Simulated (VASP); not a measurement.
# Al in VASP: single point with PBE+D3(BJ)

Aim: the single point of Al with PBE+D3(BJ).

Program: VASP 6.6.1. These are calculated values, not measurements. Logs are shortened: lines on timing, memory, paths and dates and some standing lists are left out, and cuts for length are marked.

### 1 The cell of the first run

The cell holds a slab with vacuum, 17 atoms: a = 8.100 Å, b = 5.728 Å, c = 15.296 Å, α = 90.00°, β = 90.00°, γ = 90.00°.

### 2 Single point, PBE+D3(BJ)

The input, INCAR:

```
SYSTEM = Al
PREC = Accurate
ENCUT = 520
EDIFF = 1E-7
ISMEAR = 0
SIGMA = 0.05
LREAL = Auto
LASPH = .True.
NELM = 100
ALGO = Normal
ISIF = 2
LWAVE = .False.
LCHARG = .False.
GGA = PE
IVDW = 12
NBANDS = 40
```

The input, KPOINTS:

```
Automatic mesh
0
Gamma
  2 3 1
  0 0 0
```

The input, POSCAR:

```
Al
1.0
    8.1000000000      0.0000000000      0.0000000000
    0.0000000000      5.7275650000      0.0000000000
    0.0000000000      0.0000000000     15.2956740000
Al
17
Direct
    0.2500000000      0.2500000000      0.0653780000
    0.7500000000      0.2500000000      0.0653780000
    0.2500000000      0.7500000000      0.0653780000
    0.7500000000      0.7500000000      0.0653780000
   -0.0001404341     -0.0033730210      0.1475160092
    0.4991874016     -0.0036014939      0.1473823598
   -0.0001539718      0.5029322739      0.1474787542
    0.4991923987      0.5031376516      0.1473174809
    0.2481166741      0.2500245833      0.2464768377
    0.7482396772      0.2499022420      0.2331048529
    0.2480917661      0.7500722629      0.2462226751
    0.7484100678      0.7498134998      0.2381081645
   -0.0116399689     -0.0074044869      0.3257238247
    0.5070030846     -0.0076536692      0.3255285671
   -0.0115797994      0.5074410653      0.3257210242
    0.5068936104      0.5077495253      0.3254938740
    0.7469882264      0.2500399522      0.4067017086
```

Potentials or basis: VASP PAW PBE potentials, release 64 (Al).

Started as:

```console
$ cat potpaw_PBE.64/Al/POTCAR > POTCAR
$ mpirun -np 1 vasp_std > vasp.out
```

OUTCAR:

```text
SYSTEM = Al
   PREC = Accurate
   ENCUT = 520
   EDIFF = 1E-7
   ISMEAR = 0
   LREAL = Auto
   LASPH = .True.
   NELM = 100
   ISIF = 2
   GGA = PE
   IVDW = 12
 IVDW          = 12

 ion  position               nearest neighbor table
   1  0.250  0.250  0.065-   9 2.77   8 2.78   6 2.79   7 2.79   5 2.79   3 2.86   3 2.86
   2  0.750  0.250  0.065-  10 2.57   7 2.79   5 2.79   8 2.79   6 2.79   4 2.86   4 2.86
   3  0.250  0.750  0.065-   6 2.76   8 2.76  11 2.77   5 2.77   7 2.77   1 2.86   1 2.86
   4  0.750  0.750  0.065-  12 2.64   5 2.77   7 2.77   6 2.77   8 2.77   2 2.86   2 2.86
   5  1.000  0.997  0.148-  13 2.73   4 2.77   3 2.77   2 2.79   1 2.79  10 2.82   7 2.83  12 2.84
                            11 2.88   7 2.90   9 2.91
   6  0.499  0.996  0.147-  14 2.73   3 2.76   4 2.77   1 2.79   2 2.79  10 2.81   8 2.83  12 2.83
                            11 2.90   8 2.90   9 2.92
   7  1.000  0.503  0.147-  15 2.73   4 2.77   3 2.77   2 2.79   1 2.79  10 2.82   5 2.83  12 2.84
                            11 2.89   5 2.90   9 2.90
   8  0.499  0.503  0.147-  16 2.73   3 2.76   4 2.77   1 2.78   2 2.79  10 2.81   6 2.83  12 2.83
                             6 2.90  11 2.90   9 2.92
   9  0.248  0.250  0.246-   1 2.77  16 2.83  14 2.84  15 2.84  13 2.84  11 2.86  11 2.86   7 2.90
                             5 2.91   8 2.92   6 2.92
  10  0.748  0.250  0.233-   2 2.57  17 2.66   8 2.81   6 2.81  13 2.82  15 2.82   7 2.82   5 2.82
                            14 2.83  16 2.83  12 2.86  12 2.87
  11  0.248  0.750  0.246-   3 2.77  16 2.79  14 2.79  15 2.80  13 2.80   9 2.86   9 2.86   5 2.88
                             7 2.89   6 2.90   8 2.90
  12  0.748  0.750  0.238-   4 2.64  15 2.74  13 2.74  16 2.75  14 2.75   6 2.83   8 2.83   5 2.84
                             7 2.84  10 2.86  10 2.87
  13  0.988  0.993  0.326-   5 2.73  12 2.74  17 2.74  15 2.78  11 2.80  10 2.82   9 2.84  15 2.95

  14  0.507  0.992  0.326-   6 2.73  17 2.74  12 2.75  16 2.78  11 2.79  10 2.83   9 2.84  16 2.95

  15  0.988  0.507  0.326-   7 2.73  12 2.74  17 2.74  13 2.78  11 2.80  10 2.82   9 2.84  13 2.95

  16  0.507  0.508  0.325-   8 2.73  17 2.74  12 2.75  14 2.78  11 2.79  10 2.83   9 2.83  14 2.95

  17  0.747  0.250  0.407-  10 2.66  14 2.74  16 2.74  13 2.74  15 2.74

  LATTYP: Found a simple orthorhombic cell.
 ALAT       =     5.7275650000
 B/A-ratio  =     1.4142135445
 C/A-ratio  =     2.6705369559

  Lattice vectors:

 A1 = (   0.0000000000,  -5.7275650000,   0.0000000000)
 A2 = (   8.1000000000,   0.0000000000,   0.0000000000)
 A3 = (   0.0000000000,   0.0000000000,  15.2956740000)

Analysis of symmetry for initial positions (statically):
=====================================================================
 Subroutine PRICEL returns:
 Original cell was already a primitive cell.

 Routine SETGRP: Setting up the symmetry group for a
 simple orthorhombic supercell.

 Subroutine GETGRP returns: Found  1 space group operations
 (whereof  1 operations were pure point group operations)
 out of a pool of  8 trial point group operations.

The static configuration has the point symmetry C_1 .

Analysis of symmetry for dynamics (positions and initial velocities):
=====================================================================
 Subroutine PRICEL returns:
 Original cell was already a primitive cell.

 Routine SETGRP: Setting up the symmetry group for a
 simple orthorhombic supercell.

 Subroutine GETGRP returns: Found  1 space group operations
 (whereof  1 operations were pure point group operations)
 out of a pool of  8 trial point group operations.

The dynamic configuration has the point symmetry C_1 .

 Subroutine INISYM returns: Found  1 space group operations
 (whereof  1 operations are pure point group operations),
 and found     1 'primitive' translations

----------------------------------------------------------------------------------------

                                     Primitive cell

  volume of cell :     709.6164

  direct lattice vectors                    reciprocal lattice vectors
     8.100000000  0.000000000  0.000000000     0.123456790  0.000000000  0.000000000
     0.000000000  5.727565000  0.000000000     0.000000000  0.174594265  0.000000000
     0.000000000  0.000000000 15.295674000     0.000000000  0.000000000  0.065377962

  length of vectors
     8.100000000  5.727565000 15.295674000     0.123456790  0.174594265  0.065377962

  position of ions in fractional coordinates (direct lattice)
     0.250000000  0.250000000  0.065378000
     0.750000000  0.250000000  0.065378000
     0.250000000  0.750000000  0.065378000
     0.750000000  0.750000000  0.065378000
     0.999859566  0.996626979  0.147516009
     0.499187402  0.996398506  0.147382360
[... 9 lines left out ...]
     0.506893610  0.507749525  0.325493874
     0.746988226  0.250039952  0.406701709

  ion indices of the primitive-cell ions
   primitive index   ion index
                 1           1
                 2           2
                 3           3
                 4           4
                 5           5
                 6           6
[... 9 lines left out ...]
                16          16
                17          17

----------------------------------------------------------------------------------------

 KPOINTS: Automatic mesh

Automatic generation of k-mesh.
 Grid dimensions read from file:
 generate k-points for:    2    3    1

 Generating k-lattice:

  Cartesian coordinates                     Fractional coordinates (reciprocal lattice)
     0.061728395  0.000000000  0.000000000     0.500000000  0.000000000  0.000000000
     0.000000000  0.058198088  0.000000000     0.000000000  0.333333333  0.000000000
     0.000000000  0.000000000  0.065377962     0.000000000  0.000000000  1.000000000

  Length of vectors
     0.061728395  0.058198088  0.065377962

  Shift w.r.t. Gamma in fractional coordinates (k-lattice)
     0.000000000  0.000000000  0.000000000

 Subroutine IBZKPT returns following result:
 ===========================================

 Found      4 irreducible k-points:

 Following reciprocal coordinates:
            Coordinates               Weight
  0.000000  0.000000  0.000000      1.000000
  0.500000  0.000000  0.000000      1.000000
  0.000000  0.333333  0.000000      2.000000
  0.500000  0.333333  0.000000      2.000000
   k-points           NKPTS =      4   k-points in BZ     NKDIM =      4   number of bands    NBANDS=     40
   number of dos      NEDOS =    301   number of ions     NIONS =     17
   total plane-waves  NPLWV = 345600
   dimension x,y,z NGX =    60 NGY =   48 NGZ =  120
   dimension x,y,z NGXF=   120 NGYF=   96 NGZF=  240
   ions per type =              17
   NGX,Y,Z   is equivalent  to a cutoff of  12.31, 13.93, 13.04 a.u.
   NGXF,Y,Z  is equivalent  to a cutoff of  24.63, 27.86, 26.09 a.u.
 SYSTEM =  Al
   PREC   = accura    normal or accurate (medium, high low for compatibility)
   ISTART =      0    job   : 0-new  1-cont  2-samecut
   ICHARG =      2    charge: 1-file 2-atom 10-const
   ISPIN  =      1    spin polarized calculation?
   LNONCOLLINEAR =      F non collinear calculations
   LSORBIT =      F    spin-orbit coupling
   LASPH  =      T    aspherical Exc in radial PAW
   ENCUT  =  520.0 eV  38.22 Ry    6.18 a.u.  15.06 10.65 28.44*2*pi/ulx,y,z
   NELM   =    100;   NELMIN=  2; NELMDL= -5     # of ELM steps
   EDIFF  = 0.1E-06   stopping-criterion for ELM
   LREAL  =      T    real-space projection
   EDIFFG = 0.1E-05   stopping-criterion for IOM
   NSW    =      0    number of steps for IOM
   IBRION =     -1    ionic relax: 0-MD 1-quasi-New 2-CG
   NFREE  =      0    steps in history (QN), initial steepest desc. (CG)
   ISIF   =      2    stress and relaxation
   ISYM   =      2    0-nonsym 1-usesym 2-fastsym
   POTIM  = 0.5000    time-step for ionic-motion
   TEBEG  =    0.0;   TEEND  =   0.0 temperature during run
   PSTRESS=    0.0 pullay stress
   NELECT =      51.0000    total number of electrons
   NUPDOWN=      -1.0000    fix difference up-down
   EMIN   =  10.00;   EMAX   =-10.00  energy-range for DOS
   EFERMI =   0.00;   METHOD = LEGACY
   ISMEAR =     0;   SIGMA  =   0.05  broadening in eV -4-tet -1-fermi 0-gaus
   EFERMI_NEDOS =   21; number of points for ismear=-14 and -15
   IALGO  =     38    algorithm
   IMIX   =      4    mixing-type and parameters
     AMIX     =   0.40;   BMIX     =  1.00
     AMIX_MAG =   1.60;   BMIX_MAG =  1.00
  volume/ion in A,a.u.               =      41.74       281.69
  Fermi-wavevector in a.u.,A,eV,Ry     =   0.680650  1.286241  6.303362  0.463284
  Thomas-Fermi vector in A             =   1.759202
   LORBIT       =      0    0 simple, 1 ext, 2 COOP (PROOUT), +10 PAW based schemes
   GGA     = PE    functional components
   LHFCALC =     F    Hartree Fock is set to
   AEXX    =    0.0000 exact exchange contribution
   IVDW    =    12    specifies the selected vdW correction
   LEPSILON=     F    determine dielectric tensor
   LRPA    =     F    only Hartree local field effects (RPA)
 non-spin polarized calculation
 Gauss-broadening in eV      SIGMA  =   0.05
  energy-cutoff  :      520.00
  volume of cell :      709.62
 maximum number of plane-waves:     19139
   NGX = 31   NGY = 21   NGZ = 57

 number of electron      51.0000000 magnetization

 Free energy of the ion-electron system (eV)
  ---------------------------------------------------
  ext. energy  EPLUGINS =         0.00000000
  ---------------------------------------------------
  free energy    TOTEN  =       -57.90338416 eV

  energy without entropy =      -57.89211313  energy(sigma->0) =      -57.89774865

 E-fermi :   0.6069     XC(G=0):  -5.2606

 val. band max:        0.6040731400   @ k =   0.5000   0.3333   0.0000
 cond. band min:       0.7205823466   @ k =   0.0000   0.0000   0.0000
 fundamental gap:      0.1165092066
 Fermi energy:         0.6069392898

 k-point     1 :       0.0000    0.0000    0.0000
  band No.  band energies     occupation
      1      -9.6430      2.00000
      2      -7.5308      2.00000
      3      -7.3901      2.00000
      4      -7.2634      2.00000
      5      -5.4418      2.00000
      6      -5.2015      2.00000
[... 29 lines left out ...]
     36       2.6259      0.00000
     37       2.7902      0.00000
[... 88 lines left out ...]
      6      -6.0388      2.00000
[... 29 lines left out ...]
     36       3.0962      0.00000
     37       3.2234      0.00000
 [bands above 37 left out]

------------------------ aborting loop because EDIFF is reached ----------------------------------------

 Edisp (eV)   -3.63132

 E8    (eV) :    -1.7023

  FORCE on cell =-STRESS in cart. coord.  units (eV):
  Direction    XX          YY          ZZ          XY          YZ          ZX
  --------------------------------------------------------------------------------------
  -------------------------------------------------------------------------------------
  Total      -0.14670    -8.96082    -0.23431    -0.00060     0.00161     0.11659
  in kB      -0.33122   -20.23180    -0.52902    -0.00135     0.00363     0.26325
  external pressure =       -7.03 kB  Pullay stress =        0.00 kB

 VOLUME and BASIS-vectors are now :
 -----------------------------------------------------------------------------
  energy-cutoff  :      520.00
  volume of cell :      709.62
      direct lattice vectors                 reciprocal lattice vectors
     8.100000000  0.000000000  0.000000000     0.123456790  0.000000000  0.000000000
     0.000000000  5.727565000  0.000000000     0.000000000  0.174594265  0.000000000
     0.000000000  0.000000000 15.295674000     0.000000000  0.000000000  0.065377962

 POSITION                                       TOTAL-FORCE (eV/Angst)
 -----------------------------------------------------------------------------------
      2.02500      1.43189      1.00000        -0.009086     -0.002741      0.278124
      6.07500      1.43189      1.00000        -0.000265     -0.002996     -0.523075
      2.02500      4.29567      1.00000        -0.010202     -0.001316      0.230071
      6.07500      4.29567      1.00000        -0.002840     -0.000310      0.036465
      8.09886      5.70825      2.25636        -0.001919     -0.000902      0.008564
      4.04342      5.70694      2.25431         0.000483      0.002687      0.006029
[... 9 lines left out ...]
      4.10584      2.90817      4.97865        -0.005180      0.007206     -0.004787
      6.05060      1.43212      6.22078         0.011138      0.000964      0.006505
 -----------------------------------------------------------------------------------
    total drift:                               -0.012847     -0.000634      0.003033

  FREE ENERGIE OF THE ION-ELECTRON SYSTEM (eV)
  ---------------------------------------------------
  free  energy   TOTEN  =       -61.5347042056 eV

  energy  without entropy=      -61.5234331793  energy(sigma->0) =      -61.52906869
```

It took 8 min on 1 thread of AMD EPYC 7R43 (Zen 3), shared host; peak memory 0.59 GiB.

Results:

- Free energy: -61.5347 eV
- Largest force: 0.523 eV/Å
- Dispersion energy per atom: -0.214 eV

Forces on the atoms (eV/Å):
```
Al  -0.009 -0.003  0.278
Al   0.000 -0.003 -0.523
Al  -0.010 -0.001  0.230
Al  -0.003  0.000  0.036
Al  -0.002 -0.001  0.009
Al   0.000  0.003  0.006
Al  -0.001  0.006  0.012
Al  -0.001  0.003  0.010
Al   0.001 -0.001 -0.004
Al   0.010  0.000 -0.029
Al  -0.002 -0.002  0.002
Al  -0.002  0.002 -0.007
Al   0.009 -0.007 -0.007
Al  -0.007 -0.009 -0.006
Al   0.010  0.005 -0.007
Al  -0.005  0.007 -0.005
Al   0.011  0.001  0.007
```

Caveat: the k points lie up to 0.39 Å⁻¹ apart.
